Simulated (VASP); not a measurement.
# Pt2C (Fm-3m) in VASP: further runs

Runs on Pt2C. Level: PBE. Tasks: single point, relaxation of cell and atoms.

Everything below comes from runs of VASP 6.6.1. Logs are shortened: lines on timing, memory, paths and dates and some standing lists are left out, and cuts for length are marked.

## (1) The cell of the first run

It takes space group Fm-3m (No. 225, cubic). The conventional cell has a = 5.299 Å, b = 5.299 Å, c = 5.299 Å, α = 90.00°, β = 90.00°, γ = 90.00°. Pt (site symmetry -43m) has 4 C at 2.29 Å and 6 Pt at 2.65 Å within 3.0 Å. C (site symmetry m-3m) has 8 Pt at 2.29 Å within 3.0 Å.

## (2) Single point, PBE

File INCAR:

```
SYSTEM = Pt2C
  PREC = Accurate
  ENCUT = 600
  EDIFF = 1E-6
  ISMEAR = 0
  SIGMA = 0.1
  LREAL = .FALSE.
  LASPH = .TRUE.
  NELM = 120
  ALGO = Normal
  ISIF = 2
  LWAVE = .FALSE.
  LCHARG = .TRUE.
  GGA = PE
  LELF = .TRUE.
  LVHAR = .TRUE.
  NBANDS = 19
  GGA_COMPAT = .FALSE.
```

File KPOINTS:

```
Automatic mesh
0
G
  6 6 6
  0 0 0
```

File POSCAR:

```
Pt2C
1.0
    0.0000000000      2.6492529477      2.6492529477
    2.6492529477      0.0000000000      2.6492529477
    2.6492529477      2.6492529477      0.0000000000
Pt C
2 1
Direct
    0.2500000000      0.2500000000      0.2500000000
    0.7500000000      0.7500000000      0.7500000000
    0.0000000000      0.0000000000      0.0000000000
```

Potentials or basis: VASP PAW PBE potentials, release 64 (Pt, C).

Started as:

```bash
> cat potpaw_PBE.64/Pt/POTCAR potpaw_PBE.64/C/POTCAR > POTCAR
> mpirun -np 1 vasp_std > vasp.out
```

OUTCAR:

```text
SYSTEM = Pt2C
   PREC = Accurate
   ENCUT = 600
   EDIFF = 1E-6
   ISMEAR = 0
   LREAL = .FALSE.
   LASPH = .TRUE.
   NELM = 120
   ISIF = 2
   GGA = PE

 ion  position               nearest neighbor table
   1  0.250  0.250  0.250-   3 2.29   3 2.29   3 2.29   3 2.29   2 2.65   2 2.65   2 2.65   2 2.65
                             2 2.65   2 2.65
   2  0.750  0.750  0.750-   3 2.29   3 2.29   3 2.29   3 2.29   1 2.65   1 2.65   1 2.65   1 2.65
                             1 2.65   1 2.65
   3  0.000  0.000  0.000-   2 2.29   2 2.29   2 2.29   1 2.29   2 2.29   1 2.29   1 2.29   1 2.29

  LATTYP: Found a face centered cubic cell.
 ALAT       =     5.2985058954

  Lattice vectors:

 A1 = (   0.0000000000,   2.6492529477,   2.6492529477)
 A2 = (   2.6492529477,   0.0000000000,   2.6492529477)
 A3 = (   2.6492529477,   2.6492529477,   0.0000000000)

Analysis of symmetry for initial positions (statically):
=====================================================================
 Subroutine PRICEL returns:
 Original cell was already a primitive cell.

 Routine SETGRP: Setting up the symmetry group for a
 face centered cubic supercell.

 Subroutine GETGRP returns: Found 48 space group operations
 (whereof 48 operations were pure point group operations)
 out of a pool of 48 trial point group operations.

The static configuration has the point symmetry O_h .

Analysis of symmetry for dynamics (positions and initial velocities):
=====================================================================
 Subroutine PRICEL returns:
 Original cell was already a primitive cell.

 Routine SETGRP: Setting up the symmetry group for a
 face centered cubic supercell.

 Subroutine GETGRP returns: Found 48 space group operations
 (whereof 48 operations were pure point group operations)
 out of a pool of 48 trial point group operations.

The dynamic configuration has the point symmetry O_h .

 Subroutine INISYM returns: Found 48 space group operations
 (whereof 48 operations are pure point group operations),
 and found     1 'primitive' translations

----------------------------------------------------------------------------------------

                                     Primitive cell

  volume of cell :      37.1878

  direct lattice vectors                    reciprocal lattice vectors
     0.000000000  2.649252948  2.649252948    -0.188732450  0.188732450  0.188732450
     2.649252948  0.000000000  2.649252948     0.188732450 -0.188732450  0.188732450
     2.649252948  2.649252948  0.000000000     0.188732450  0.188732450 -0.188732450
[... 77 lines left out ...]
   EDIFF  = 0.1E-05   stopping-criterion for ELM
   LREAL  =      F    real-space projection
   EDIFFG = 0.1E-04   stopping-criterion for IOM
   NSW    =      0    number of steps for IOM
   IBRION =     -1    ionic relax: 0-MD 1-quasi-New 2-CG
   NFREE  =      0    steps in history (QN), initial steepest desc. (CG)
   ISIF   =      2    stress and relaxation
   ISYM   =      2    0-nonsym 1-usesym 2-fastsym
   POTIM  = 0.5000    time-step for ionic-motion
   TEBEG  =    0.0;   TEEND  =   0.0 temperature during run
   PSTRESS=    0.0 pullay stress
   NELECT =      24.0000    total number of electrons
   NUPDOWN=      -1.0000    fix difference up-down
   EMIN   =  10.00;   EMAX   =-10.00  energy-range for DOS
   EFERMI =   0.00;   METHOD = LEGACY
   ISMEAR =     0;   SIGMA  =   0.10  broadening in eV -4-tet -1-fermi 0-gaus
   EFERMI_NEDOS =   21; number of points for ismear=-14 and -15
   IALGO  =     38    algorithm
   IMIX   =      4    mixing-type and parameters
     AMIX     =   0.40;   BMIX     =  1.00
     AMIX_MAG =   1.60;   BMIX_MAG =  1.00
  volume/ion in A,a.u.               =      12.40        83.65
  Fermi-wavevector in a.u.,A,eV,Ry     =   1.414746  2.673482 27.232147  2.001506
  Thomas-Fermi vector in A             =   2.536256
   LORBIT       =      0    0 simple, 1 ext, 2 COOP (PROOUT), +10 PAW based schemes
   GGA     = PE    functional components
   LHFCALC =     F    Hartree Fock is set to
   AEXX    =    0.0000 exact exchange contribution
   IVDW    =     0    specifies the selected vdW correction
   LEPSILON=     F    determine dielectric tensor
   LRPA    =     F    only Hartree local field effects (RPA)
 non-spin polarized calculation
 Gauss-broadening in eV      SIGMA  =   0.10
  energy-cutoff  :      600.00
  volume of cell :       37.19
 maximum number of plane-waves:      1258
 NGX is ok and might be reduce to    30
   NGX = 15   NGY = 15   NGZ = 15

 number of electron      23.9999998 magnetization

 Free energy of the ion-electron system (eV)
  ---------------------------------------------------
  ext. energy  EPLUGINS =         0.00000000
  ---------------------------------------------------
  free energy    TOTEN  =       -18.08918496 eV

  energy without entropy =      -18.08547842  energy(sigma->0) =      -18.08733169

 E-fermi :  11.6839     XC(G=0): -13.2193

 val. band max:       11.5570025516   @ k =   0.3333   0.3333   0.0000
 cond. band min:      11.7071142462   @ k =   0.5000   0.5000   0.0000
 fundamental gap:      0.1501116946
 Fermi energy:        11.6839475963

 k-point     1 :       0.0000    0.0000    0.0000
  band No.  band energies     occupation
      1      -3.3121      2.00000
      2       3.0901      2.00000
      3       3.0901      2.00000
      4       3.0901      2.00000
      5       4.2446      2.00000
      6       4.2446      2.00000
[... 329 lines left out ...]
      6       6.2594      2.00000
[... 11 lines left out ...]
     18      20.0767      0.00000
     19      23.6618      0.00000

------------------------ aborting loop because EDIFF is reached ----------------------------------------

  FORCE on cell =-STRESS in cart. coord.  units (eV):
  Direction    XX          YY          ZZ          XY          YZ          ZX
  --------------------------------------------------------------------------------------
  -------------------------------------------------------------------------------------
  Total        4.7555175      4.7555175      4.7555175      0.0000000      0.0000000      0.0000000
  in kB      204.8840240    204.8840240    204.8840240      0.0000000      0.0000000      0.0000000
  external PRESSURE =     204.8840240 kB  Pullay stress =       0.0000000 kB

 VOLUME and BASIS-vectors are now :
 -----------------------------------------------------------------------------
  energy-cutoff  :      600.00
  volume of cell :       37.19
      direct lattice vectors                 reciprocal lattice vectors
     0.000000000  2.649252948  2.649252948    -0.188732450  0.188732450  0.188732450
     2.649252948  0.000000000  2.649252948     0.188732450 -0.188732450  0.188732450
     2.649252948  2.649252948  0.000000000     0.188732450  0.188732450 -0.188732450

 POSITION                                       TOTAL-FORCE (eV/Angst)
 -----------------------------------------------------------------------------------
      1.32463      1.32463      1.32463         0.000000      0.000000      0.000000
      3.97388      3.97388      3.97388        -0.000000     -0.000000     -0.000000
      0.00000      0.00000      0.00000        -0.000000     -0.000000      0.000000
 -----------------------------------------------------------------------------------
    total drift:                               -0.000000      0.000000      0.000000

  FREE ENERGIE OF THE ION-ELECTRON SYSTEM (eV)
  ---------------------------------------------------
  free  energy   TOTEN  =       -18.0891849566 eV

  energy  without entropy=      -18.0854784193  energy(sigma->0) =      -18.08733169
```

OSZICAR:

```text
N       E                     dE             d eps       ncg     rms          rms(c)
DAV:   1     0.131934941633E+03    0.13193E+03   -0.13795E+04   608   0.138E+03
DAV:   2    -0.149317871328E+02   -0.14687E+03   -0.14200E+03   689   0.276E+02
DAV:   3    -0.195808600625E+02   -0.46491E+01   -0.45827E+01   674   0.460E+01
DAV:   4    -0.196166879918E+02   -0.35828E-01   -0.35812E-01   653   0.446E+00
DAV:   5    -0.196170173827E+02   -0.32939E-03   -0.32939E-03   676   0.453E-01    0.246E+01
DAV:   6    -0.182630782954E+02    0.13539E+01   -0.42885E+00   699   0.186E+01    0.136E+01
DAV:   7    -0.181280896056E+02    0.13499E+00   -0.40456E-01   636   0.547E+00    0.814E+00
DAV:   8    -0.180911194815E+02    0.36970E-01   -0.12418E-01   623   0.288E+00    0.517E-01
DAV:   9    -0.180896355583E+02    0.14839E-02   -0.31598E-03   635   0.408E-01    0.280E-01
DAV:  10    -0.180891783255E+02    0.45723E-03   -0.18092E-03   641   0.320E-01    0.331E-02
DAV:  11    -0.180891838482E+02   -0.55227E-05   -0.30468E-05   638   0.422E-02    0.173E-02
DAV:  12    -0.180891851783E+02   -0.13301E-05   -0.27537E-06   557   0.135E-02    0.283E-03
DAV:  13    -0.180891849566E+02    0.22168E-06   -0.17571E-07   319   0.341E-03
   1 F= -.18089185E+02 E0= -.18087332E+02  d E =-.370654E-02
```

stdout:

```text
POSCAR found type information on POSCAR PtC
 POSCAR found :  2 types and       3 ions
 scaLAPACK will be used
 LDA part: xc-table for (Slater+PW92), standard interpolation
 POSCAR, INCAR and KPOINTS ok, starting setup
 FFT: planning ... GRIDC
 FFT: planning ... GRID_SOFT
 FFT: planning ... GRID
 WAVECAR not read
 entering main loop
```

It took 9.7 s on 1 thread of AMD EPYC 9R45 (Zen 5), shared host; peak memory 0.14 GiB.

Results:

```yaml
Free_energy: -18.0892 eV
Pressure: 20.5 GPa
Band_gap_on_the_k_mesh: zero (bands 12 and 13 overlap by 0.29 eV)
```

Caveat: the cell stands under pressure; spin-orbit coupling is left out, which moves the levels of the heavy elements.

## (3) Single point, PBE

This run uses another cell than the first one, of 13.35 Å³/atom.

File INCAR:

```
ALGO = Normal
EDIFF = 1E-6
ENCUT = 600
GGA = PE
GGA_COMPAT = False
ISIF = 2
ISMEAR = 0
LASPH = True
LCHARG = False
LREAL = False
LWAVE = False
NBANDS = 19
NELM = 120
PREC = Accurate
SIGMA = 0.1
```

File KPOINTS:

```
k-points
0
Gamma
  6 6 6
```

File POSCAR:

```
Pt2C
1.0
    0.0000000000      2.7154919559      2.7154919559
    2.7154919559      0.0000000000      2.7154919559
    2.7154919559      2.7154919559      0.0000000000
Pt C
2 1
Direct
    0.2500000000      0.2500000000      0.2500000000
    0.7500000000      0.7500000000      0.7500000000
    0.0000000000      0.0000000000      0.0000000000
```

Potentials or basis: VASP PAW PBE potentials, release 64 (Pt, C).

Started as:

```bash
> cat potpaw_PBE.64/Pt/POTCAR potpaw_PBE.64/C/POTCAR > POTCAR
> mpirun -np 1 vasp_std > vasp.out
```

Run time: 9.5 s. Hardware: 1 thread of AMD EPYC 9R45 (Zen 5), shared host; peak memory 0.14 GiB.

Results (log left out):

```
Free energy            : -18.2588 eV
Pressure               : -0.1 GPa
Band gap on the k mesh : zero (bands 12 and 13 overlap by 0.12 eV)
```

Levels at points of the mesh, in eV from the Fermi level:
```
           k point  band 10  band 11  band 12  band 13  band 14  band 15
(0.00, 0.00, 0.00)    -1.55     0.10     0.10     1.99     1.99     1.99
(0.50, 0.00, 0.00)    -3.52    -3.52    -2.68     1.57     2.10     2.10
(0.50, 0.50, 0.00)    -1.66    -1.66    -1.33    -0.03     0.15     4.62
```

Caveat: spin-orbit coupling is left out, which moves the levels of the heavy elements.

## (4) Relaxation of cell and atoms, PBE

File INCAR:

```
SYSTEM = Pt2C
ALGO = Normal
EDIFF = 1E-7
EDIFFG = -0.04
ENCUT = 600
GGA = PE
GGA_COMPAT = .FALSE.
IBRION = 2
ISIF = 3
ISMEAR = 0
LASPH = .TRUE.
LCHARG = .FALSE.
LREAL = .FALSE.
LWAVE = .FALSE.
NELM = 120
NELMIN = 4
NSW = 90
PREC = Accurate
SIGMA = 0.1
```

File KPOINTS:

```
k-points
0
G
  6 6 6
  0 0 0
```

File POSCAR:

```
Pt2C
1.0
    0.0000000000      2.6492529477      2.6492529477
    2.6492529477      0.0000000000      2.6492529477
    2.6492529477      2.6492529477      0.0000000000
Pt C
2 1
Direct
    0.2500000000      0.2500000000      0.2500000000
    0.7500000000      0.7500000000      0.7500000000
    0.0000000000      0.0000000000      0.0000000000
```

Potentials or basis: VASP PAW PBE potentials, release 64 (Pt, C).

Started as:

```bash
> cat potpaw_PBE.64/Pt/POTCAR potpaw_PBE.64/C/POTCAR > POTCAR
> mpirun -np 1 vasp_std > vasp.out
```

OUTCAR:

```text
SYSTEM = Pt2C
   EDIFF = 1E-7
   EDIFFG = -0.04
   ENCUT = 600
   GGA = PE
   IBRION = 2
   ISIF = 3
   ISMEAR = 0
   LASPH = .TRUE.
   LREAL = .FALSE.
   NELM = 120
   NELMIN = 4
   NSW = 90
   PREC = Accurate

 ion  position               nearest neighbor table
   1  0.250  0.250  0.250-   3 2.29   3 2.29   3 2.29   3 2.29   2 2.65   2 2.65   2 2.65   2 2.65
                             2 2.65   2 2.65
   2  0.750  0.750  0.750-   3 2.29   3 2.29   3 2.29   3 2.29   1 2.65   1 2.65   1 2.65   1 2.65
                             1 2.65   1 2.65
   3  0.000  0.000  0.000-   2 2.29   2 2.29   2 2.29   1 2.29   2 2.29   1 2.29   1 2.29   1 2.29

  LATTYP: Found a face centered cubic cell.
 ALAT       =     5.2985058954

  Lattice vectors:

 A1 = (   0.0000000000,   2.6492529477,   2.6492529477)
 A2 = (   2.6492529477,   0.0000000000,   2.6492529477)
 A3 = (   2.6492529477,   2.6492529477,   0.0000000000)

Analysis of symmetry for initial positions (statically):
=====================================================================
 Subroutine PRICEL returns:
 Original cell was already a primitive cell.

 Routine SETGRP: Setting up the symmetry group for a
 face centered cubic supercell.

 Subroutine GETGRP returns: Found 48 space group operations
 (whereof 48 operations were pure point group operations)
 out of a pool of 48 trial point group operations.

The static configuration has the point symmetry O_h .

[... 161 lines left out ...]
  --------------------------------------------------------------------------------------
  -------------------------------------------------------------------------------------
  Total        4.7564589      4.7564589      4.7564589      0.0000000     -0.0000000      0.0000000
  in kB      204.9245831    204.9245831    204.9245831      0.0000000     -0.0000000      0.0000000
  external PRESSURE =     204.9245831 kB  Pullay stress =       0.0000000 kB
[... 24 lines left out ...]
--------------------------------------- Ionic step        2  -------------------------------------------

 number of electron      24.0000000 magnetization

 E-fermi :   7.8584     XC(G=0): -11.9678

 val. band max:        7.8463843838   @ k =   0.0000   0.0000   0.0000
 cond. band min:       7.9977877833   @ k =   0.3333   0.3333   0.0000
 fundamental gap:      0.1514033994
 Fermi energy:         7.8584387875

 k-point     1 :       0.0000    0.0000    0.0000
  band No.  band energies     occupation
      1      -4.7281      2.00000
      2       1.6389      2.00000
      3       1.6389      2.00000
      4       1.6389      2.00000
      5       2.5393      2.00000
      6       2.5393      2.00000
[... 366 lines left out ...]
--------------------------------------- Ionic step        4  -------------------------------------------

 number of electron      24.0000002 magnetization

 Free energy of the ion-electron system (eV)
  ---------------------------------------------------
  ext. energy  EPLUGINS =         0.00000000
  ---------------------------------------------------
  free energy    TOTEN  =       -18.25692689 eV

  energy without entropy =      -18.24992942  energy(sigma->0) =      -18.25342816

 E-fermi :  10.2975     XC(G=0): -12.7930

 val. band max:       10.2704179248   @ k =   0.3333   0.3333   0.0000
 cond. band min:      10.2997742771   @ k =   0.3333   0.3333   0.0000
 fundamental gap:      0.0293563523
 Fermi energy:        10.2974529852

 k-point     1 :       0.0000    0.0000    0.0000
  band No.  band energies     occupation
      1      -3.8200      2.00000
      2       2.5777      2.00000
      3       2.5777      2.00000
      4       2.5777      2.00000
      5       3.6417      2.00000
      6       3.6417      2.00000
[... 323 lines left out ...]
  FREE ENERGIE OF THE ION-ELECTRON SYSTEM (eV)
  ---------------------------------------------------
  free  energy   TOTEN  =       -18.2569268936 eV

  energy  without entropy=      -18.2499294249  energy(sigma->0) =      -18.25342816

 reached required accuracy - stopping structural energy minimisation
```

It took 28 s on 1 thread of AMD EPYC 9R45 (Zen 5), shared host; peak memory 0.15 GiB.

Results:

```yaml
Free_energy: -18.2569 eV
Relaxed_volume: 13.35 Å³/atom
Relaxed_cell: a = 3.840 Å, b = 3.840 Å, c = 3.840 Å, α = 60.00°, β = 60.00°, γ = 60.00°
Space_group_after_relaxing_to_0.1_Å: Fm-3m (No. 225)
Energy_gained_by_relaxing: 55.9 meV/atom
Ionic_steps: 4
Pressure_after_relaxing: -0.1 GPa
Band_gap_on_the_k_mesh: zero (bands 12 and 13 overlap by 0.12 eV)
```

Step by step:
```tsv
step	energy change (eV)	largest force (eV/Å)	pressure (GPa)	volume (Å³)
1	0.0000	0.0000	20.49	37.19
2	0.3648	0.0000	-23.01	46.39
3	-0.1673	0.0000	-0.85	40.18
4	-0.1677	0.0000	-0.11	40.05
```

Final structure:
```xyz
3
Lattice="0.0000 2.7154 2.7154 2.7154 0.0000 2.7154 2.7154 2.7154 0.0000" Properties=species:S:1:pos:R:3 pbc="T T T"
Pt    1.3577    1.3577    1.3577
Pt    4.0732    4.0732    4.0732
C     0.0000    0.0000    0.0000
```

Caveat: spin-orbit coupling is left out, which moves the levels of the heavy elements.

## (5) Summary

| task | cell | gap on the mesh (eV) | pressure (GPa) |
| --- | --- | --- | --- |
| single point | a = 3.747 Å, angles 60.0°, 3 atoms | none | 20.5 |
| single point | a = 3.840 Å, angles 60.0°, 3 atoms | none | -0.1 |
| relaxation of cell and atoms | relaxed from a = 3.747 Å, angles 60.0°, 3 atoms | none | -0.1 |

Alike in all rows: level PBE; potentials or basis VASP PAW PBE potentials, release 64 (Pt, C); no spin polarisation; k mesh 6 × 6 × 6; cutoff (eV) 600; smearing gaussian 0.1 eV.

Caveats: spin-orbit coupling is left out, which moves the levels of the heavy elements; the cell stands under pressure (at least some runs).

Absolute energies hang on the potentials; compare differences alone.

The gap in the log of VASP goes by the Fermi energy; the results here count the filled bands.